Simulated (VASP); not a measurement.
# KTaP (P4/nmm) in VASP: single point with PBE

Aim: the single point of KTaP with PBE.

Everything below comes from runs of VASP 6.6.1. Logs are shortened: lines on timing, memory, paths and dates and some standing lists are left out, and cuts for length are marked.

## (1) The cell of the first run

Symmetry: P4/nmm, No. 129, tetragonal system. The conventional cell has a = 4.537 Å, b = 4.537 Å, c = 7.960 Å, α = 90.00°, β = 90.00°, γ = 90.00°. Within 4.6 Å of K (site symmetry 4mm) lie 6 P at 3.42 to 4.30 Å and 4 Ta at 3.56 Å and 8 K at 4.06 to 4.54 Å. Within 3.7 Å of P (site symmetry 4mm) lie 4 Ta at 2.75 Å and 5 K at 3.42 to 3.66 Å. Ta (site symmetry -4m2) has 4 P at 2.75 Å and 4 Ta at 3.21 Å and 4 K at 3.56 Å within 3.6 Å.

## (2) Single point, PBE

POSCAR reads:

```
KTaP
1.0
    4.5372940000      0.0000000000      0.0000000000
    0.0000000000      4.5372940000      0.0000000000
    0.0000000000      0.0000000000      7.9601130000
K P Ta
2 2 2
Direct
    0.0000000000      0.5000000000      0.6560000000
    0.5000000000      0.0000000000      0.3440000000
    0.0000000000      0.5000000000      0.1960000000
    0.5000000000      0.0000000000      0.8040000000
    0.0000000000      0.0000000000      0.0000000000
    0.5000000000      0.5000000000      0.0000000000
```

INCAR.step1 reads:

```
SYSTEM = KTaP
ALGO = Normal
EDIFF = 1E-6
ENCUT = 520
GGA = PE
ISIF = 2
ISMEAR = 1
LASPH = .TRUE.
LCHARG = .TRUE.
LMAXMIX = 4
LREAL = .FALSE.
LWAVE = .FALSE.
NBANDS = 34
NELM = 100
PREC = Accurate
SIGMA = 0.0329
```

KPOINTS.step1 reads:

```
k-points
0
G
  6 6 4
  0 0 0
```

INCAR.step2 reads:

```
SYSTEM = KTaP
ALGO = Normal
EDIFF = 1E-6
ENCUT = 520
GGA = PE
ICHARG = 11
ISIF = 2
ISMEAR = -5
LASPH = .TRUE.
LCHARG = .FALSE.
LMAXMIX = 4
LORBIT = 10
LREAL = .FALSE.
LWAVE = .FALSE.
NEDOS = 2001
NELM = 100
PREC = Accurate
SIGMA = 0.0329
```

KPOINTS.step2 reads:

```
k-points
0
G
  9 9 6
  0 0 0
```

Potentials or basis: VASP PAW PBE potentials, release 64 (K_sv, P, Ta_pv).

Started as:

```sh
> cat potpaw_PBE.64/K_sv/POTCAR potpaw_PBE.64/P/POTCAR potpaw_PBE.64/Ta_pv/POTCAR > POTCAR
> cp INCAR.step1 INCAR
> cp KPOINTS.step1 KPOINTS
> mpirun -np 1 vasp_std > vasp.out
> cp INCAR.step2 INCAR
> cp KPOINTS.step2 KPOINTS
> mpirun -np 1 vasp_std > vasp.out
```

OUTCAR:

```text
SYSTEM = KTaP
   EDIFF = 1E-6
   ENCUT = 520
   GGA = PE
   ICHARG = 11
   ISIF = 2
   ISMEAR = -5
   LASPH = .TRUE.
   LORBIT = 10
   LREAL = .FALSE.
   NELM = 100
   PREC = Accurate

 ion  position               nearest neighbor table
   1  0.000  0.500  0.656-   5 3.56   6 3.56   5 3.56   6 3.56
   2  0.500  0.000  0.344-   5 3.56   6 3.56   6 3.56   5 3.56
   3  0.000  0.500  0.196-   5 2.75   6 2.75   5 2.75   6 2.75
   4  0.500  0.000  0.804-   5 2.75   6 2.75   6 2.75   5 2.75
   5  0.000  0.000  0.000-   3 2.75   4 2.75   3 2.75   4 2.75   6 3.21   6 3.21   6 3.21   6 3.21
                             2 3.56   1 3.56   2 3.56   1 3.56
   6  0.500  0.500  0.000-   3 2.75   4 2.75   4 2.75   3 2.75   5 3.21   5 3.21   5 3.21   5 3.21
                             1 3.56   2 3.56   2 3.56   1 3.56

  LATTYP: Found a simple tetragonal cell.
 ALAT       =     4.5372940000
 C/A-ratio  =     1.7543745237

  Lattice vectors:

 A1 = (   4.5372940000,   0.0000000000,   0.0000000000)
 A2 = (   0.0000000000,   4.5372940000,   0.0000000000)
 A3 = (   0.0000000000,   0.0000000000,   7.9601130000)

Analysis of symmetry for initial positions (statically):
=====================================================================
 Subroutine PRICEL returns:
 Original cell was already a primitive cell.

 Routine SETGRP: Setting up the symmetry group for a
 simple tetragonal supercell.

 Subroutine GETGRP returns: Found 16 space group operations
 (whereof  8 operations were pure point group operations)
 out of a pool of 16 trial point group operations.

The static configuration has the point symmetry D_2d.
 The point group associated with its full space group is D_4h.

Analysis of symmetry for dynamics (positions and initial velocities):
=====================================================================
 Subroutine PRICEL returns:
 Original cell was already a primitive cell.

 Routine SETGRP: Setting up the symmetry group for a
 simple tetragonal supercell.

 Subroutine GETGRP returns: Found 16 space group operations
 (whereof  8 operations were pure point group operations)
 out of a pool of 16 trial point group operations.

The dynamic configuration has the point symmetry D_2d.
 The point group associated with its full space group is D_4h.

 Subroutine INISYM returns: Found 16 space group operations
 (whereof  8 operations are pure point group operations),
 and found     1 'primitive' translations

----------------------------------------------------------------------------------------

                                     Primitive cell

  volume of cell :     163.8751

  direct lattice vectors                    reciprocal lattice vectors
     4.537294000  0.000000000  0.000000000     0.220395681  0.000000000  0.000000000
     0.000000000  4.537294000  0.000000000     0.000000000  0.220395681  0.000000000
     0.000000000  0.000000000  7.960113000     0.000000000  0.000000000  0.125626357

  length of vectors
     4.537294000  4.537294000  7.960113000     0.220395681  0.220395681  0.125626357

  position of ions in fractional coordinates (direct lattice)
     0.000000000  0.500000000  0.656000000
     0.500000000  0.000000000  0.344000000
     0.000000000  0.500000000  0.196000000
     0.500000000  0.000000000  0.804000000
     0.000000000  0.000000000  0.000000000
     0.500000000  0.500000000  0.000000000

  ion indices of the primitive-cell ions
   primitive index   ion index
                 1           1
                 2           2
                 3           3
                 4           4
                 5           5
                 6           6

----------------------------------------------------------------------------------------

 KPOINTS: k-points

Automatic generation of k-mesh.
 Grid dimensions read from file:
 generate k-points for:    9    9    6

 Generating k-lattice:

  Cartesian coordinates                     Fractional coordinates (reciprocal lattice)
     0.024488409  0.000000000  0.000000000     0.111111111  0.000000000  0.000000000
     0.000000000  0.024488409  0.000000000     0.000000000  0.111111111  0.000000000
     0.000000000  0.000000000  0.020937726     0.000000000  0.000000000  0.166666667

  Length of vectors
     0.024488409  0.024488409  0.020937726

  Shift w.r.t. Gamma in fractional coordinates (k-lattice)
     0.000000000  0.000000000  0.000000000

 TETIRR: Found    723 inequivalent tetrahedra from     2916

 Subroutine IBZKPT returns following result:
 ===========================================

 Found     60 irreducible k-points:

 Following reciprocal coordinates:
            Coordinates               Weight
  0.000000  0.000000  0.000000      1.000000
  0.111111  0.000000  0.000000      4.000000
  0.222222  0.000000  0.000000      4.000000
  0.333333  0.000000  0.000000      4.000000
  0.444444  0.000000  0.000000      4.000000
  0.111111  0.111111  0.000000      4.000000
[... 16 lines left out ...]
  0.333333  0.111111  0.166667     16.000000
  0.444444  0.111111  0.166667     16.000000
 [... further k-points ...]
   k-points           NKPTS =     60   k-points in BZ     NKDIM =     60   number of bands    NBANDS=     30
   number of dos      NEDOS =   2001   number of ions     NIONS =      6
   total plane-waves  NPLWV =  77760
   dimension x,y,z NGX =    36 NGY =   36 NGZ =   60
   dimension x,y,z NGXF=    72 NGYF=   72 NGZF=  120
   ions per type =               2   2   2
   NGX,Y,Z   is equivalent  to a cutoff of  13.19, 13.19, 12.53 a.u.
   NGXF,Y,Z  is equivalent  to a cutoff of  26.38, 26.38, 25.06 a.u.
 SYSTEM =  KTaP
   PREC   = accura    normal or accurate (medium, high low for compatibility)
   ISTART =      0    job   : 0-new  1-cont  2-samecut
   ICHARG =     11    charge: 1-file 2-atom 10-const
   ISPIN  =      1    spin polarized calculation?
   LNONCOLLINEAR =      F non collinear calculations
   LSORBIT =      F    spin-orbit coupling
   LASPH  =      T    aspherical Exc in radial PAW
   ENCUT  =  520.0 eV  38.22 Ry    6.18 a.u.   8.44  8.44 14.80*2*pi/ulx,y,z
   NELM   =    100;   NELMIN=  2; NELMDL=  0     # of ELM steps
   EDIFF  = 0.1E-05   stopping-criterion for ELM
   LREAL  =      F    real-space projection
   EDIFFG = 0.1E-04   stopping-criterion for IOM
   NSW    =      0    number of steps for IOM
   IBRION =     -1    ionic relax: 0-MD 1-quasi-New 2-CG
   NFREE  =      0    steps in history (QN), initial steepest desc. (CG)
   ISIF   =      2    stress and relaxation
   ISYM   =      2    0-nonsym 1-usesym 2-fastsym
   POTIM  = 0.5000    time-step for ionic-motion
   TEBEG  =    0.0;   TEEND  =   0.0 temperature during run
   PSTRESS=    0.0 pullay stress
   NELECT =      50.0000    total number of electrons
   NUPDOWN=      -1.0000    fix difference up-down
   EMIN   =  10.00;   EMAX   =-10.00  energy-range for DOS
   EFERMI =   0.00;   METHOD = LEGACY
   ISMEAR =    -5;   SIGMA  =   0.03  broadening in eV -4-tet -1-fermi 0-gaus
   EFERMI_NEDOS =   21; number of points for ismear=-14 and -15
   IALGO  =     38    algorithm
   IMIX   =      4    mixing-type and parameters
     AMIX     =   0.40;   BMIX     =  1.00
     AMIX_MAG =   1.60;   BMIX_MAG =  1.00
  volume/ion in A,a.u.               =      27.31       184.31
  Fermi-wavevector in a.u.,A,eV,Ry     =   1.102116  2.082696 16.526436  1.214659
  Thomas-Fermi vector in A             =   2.238553
   LORBIT       =     10    0 simple, 1 ext, 2 COOP (PROOUT), +10 PAW based schemes
   GGA     = PE    functional components
   LHFCALC =     F    Hartree Fock is set to
   AEXX    =    0.0000 exact exchange contribution
   IVDW    =     0    specifies the selected vdW correction
   LEPSILON=     F    determine dielectric tensor
   LRPA    =     F    only Hartree local field effects (RPA)
 non-spin polarized calculation
 Fermi weights with tetrahedron method with Bloechl corrections
  energy-cutoff  :      520.00
  volume of cell :      163.88
 maximum number of plane-waves:      4449
 NGX is ok and might be reduce to    36

 number of electron      49.9999990 magnetization

 Free energy of the ion-electron system (eV)
  ---------------------------------------------------
  ext. energy  EPLUGINS =         0.00000000
  ---------------------------------------------------
  free energy    TOTEN  =       -36.92211923 eV

  energy without entropy =      -36.92211923  energy(sigma->0) =      -36.92211923

 E-fermi :   3.2207     XC(G=0):  -8.9465

 val. band max:        3.2476212343   @ k =   0.1111   0.1111   0.5000
 cond. band min:       3.2275812478   @ k =   0.0000   0.0000   0.0000
 fundamental gap:     -0.0200399865
 Fermi energy:         3.2207242758

 k-point     1 :       0.0000    0.0000    0.0000
  band No.  band energies     occupation
      1     -31.7778      2.00000
      2     -31.7343      2.00000
      3     -31.7343      2.00000
      4     -31.7219      2.00000
      5     -31.5051      2.00000
      6     -31.5051      2.00000
[... 22 lines left out ...]
     29       5.1140      0.00000
     30       5.8765      0.00000

 k-point     2 :       0.1111    0.0000    0.0000
  band No.  band energies     occupation
      1     -31.7760      2.00000
      2     -31.7282      2.00000
      3     -31.7275      2.00000
      4     -31.7235      2.00000
      5     -31.5128      2.00000
      6     -31.5121      2.00000
[... 718 lines left out ...]
 k-point    24 :       0.4444    0.1111    0.1667
  band No.  band energies     occupation
      1     -31.7538      2.00000
      2     -31.7446      2.00000
      3     -31.6903      2.00000
      4     -31.6532      2.00000
      5     -31.5944      2.00000
      6     -31.5567      2.00000
[... 22 lines left out ...]
     29       4.5545      0.00000
     30       4.6067      0.00000

 [... further k-points ...]

------------------------ aborting loop because EDIFF is reached ----------------------------------------

  FORCE on cell =-STRESS in cart. coord.  units (eV):
  Direction    XX          YY          ZZ          XY          YZ          ZX
  --------------------------------------------------------------------------------------
  -------------------------------------------------------------------------------------
  Total      -13.6693072    -13.6693072     -3.4077782      0.0000000      0.0000000      0.0000000
  in kB     -133.6423219   -133.6423219    -33.3172255      0.0000000      0.0000000      0.0000000
  external PRESSURE =    -100.2006231 kB  Pullay stress =       0.0000000 kB

 VOLUME and BASIS-vectors are now :
 -----------------------------------------------------------------------------
  energy-cutoff  :      520.00
  volume of cell :      163.88
      direct lattice vectors                 reciprocal lattice vectors
     4.537294000  0.000000000  0.000000000     0.220395681  0.000000000  0.000000000
     0.000000000  4.537294000  0.000000000     0.000000000  0.220395681  0.000000000
     0.000000000  0.000000000  7.960113000     0.000000000  0.000000000  0.125626357

 POSITION                                       TOTAL-FORCE (eV/Angst)
 -----------------------------------------------------------------------------------
      0.00000      2.26865      5.22183         0.000000     -0.000000     -0.498418
      2.26865      0.00000      2.73828         0.000000      0.000000      0.498418
      0.00000      2.26865      1.56018         0.000000     -0.000000     -1.513752
      2.26865      0.00000      6.39993         0.000000      0.000000      1.513752
      0.00000      0.00000      0.00000        -0.000000      0.000000      0.000000
      2.26865      2.26865      0.00000         0.000000     -0.000000      0.000000
 -----------------------------------------------------------------------------------
    total drift:                                0.000000      0.000000     -0.000000

  FREE ENERGIE OF THE ION-ELECTRON SYSTEM (eV)
  ---------------------------------------------------
  free  energy   TOTEN  =       -36.9221192329 eV

  energy  without entropy=      -36.9221192329  energy(sigma->0) =      -36.92211923

 total charge

# of ion       s       p       d       tot
------------------------------------------
    1        1.970   5.575   0.043   7.588
    2        1.970   5.575   0.043   7.588
    3        1.019   1.407   0.000   2.426
    4        1.019   1.407   0.000   2.426
    5        0.274   6.086   2.246   8.606
    6        0.274   6.086   2.246   8.606
--------------------------------------------------
tot          6.528  26.137   4.577  37.242
```

Run time: 6.7 min. Hardware: 1 thread of Intel Xeon Platinum 8375C at 2.90GHz (Ice Lake), shared host; peak memory 0.43 GiB.

What came out:

```
Valence electrons inside the program's atomic spheres : K 7.59; P 2.43; Ta 8.61
```

Levels at points of the mesh, in eV from the Fermi level:
```
           k point  band 21  band 22  band 23  band 24  band 25  band 26  band 27  band 28  band 29  band 30
(0.00, 0.00, 0.00)    -2.34    -2.34    -1.83    -0.40     0.01     0.28     0.53     1.89     1.89     2.66
(0.00, 0.00, 0.50)    -2.35    -2.35    -1.83    -0.29     0.07     0.36     1.79     1.88     1.90     2.17
```

Caveat: spin-orbit coupling is left out, which moves the levels of the heavy elements.
